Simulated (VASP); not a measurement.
Set up this calculation in VASP 6.6.1, as the native input.

- Task: single point
- Functional: PBE
- Potentials or basis: VASP PAW PBE potentials, release 64 (Ta_pv, N)
- Cutoff: 520 eV
- k mesh: 17 × 17 × 15
- Occupations: fermi-dirac, width 0.05 eV
- Spin: no spin polarisation
- Dipole correction: no
- Further INCAR settings: ALGO = Normal; EDIFF = 1e-06; NBANDS = 15

The structure of TaN (WC type) lies in POSCAR:

```
TaN
1.0
    2.7030598279      0.0000000000      0.0000000000
   -1.3515299140      2.3409184789      0.0000000000
    0.0000000000      0.0000000000      2.6977303119
Ta N
1 1
Direct
    0.0000000000      0.0000000000      0.0000000000
    0.3333333333      0.6666666667      0.5000000000
```

The input as run:

INCAR

```
SYSTEM = TaN
ALGO = Normal ; EDIFF = 1E-6
ENCUT = 520 ; GGA = PE
ISIF = 2 ; ISMEAR = -1
LASPH = .TRUE. ; LCHARG = .FALSE.
LREAL = .FALSE. ; LWAVE = .FALSE.
NBANDS = 15 ; NELM = 60
PREC = Accurate ; SIGMA = 0.05
```

KPOINTS

```
k-points
0
G
  17 17 15
  0 0 0
```

Potentials or basis: VASP PAW PBE potentials, release 64 (Ta_pv, N).

Run with:

```sh
$ cat potpaw_PBE.64/Ta_pv/POTCAR potpaw_PBE.64/N/POTCAR > POTCAR
$ mpirun -np 1 vasp_std > vasp.out
```

It gave:

```
Pressure               : 142.8 GPa
Band gap on the k mesh : zero (band 8 reaches 11.12 eV, above the bottom of band 9 at 10.67 eV)
```

Caveat: spin-orbit coupling is left out, which moves the levels of the heavy elements.

Run time: 19 s on 1 thread of Intel(R) Xeon(R) 6975P-C (Granite Rapids), with other jobs on the host, peak memory 0.18 GiB.
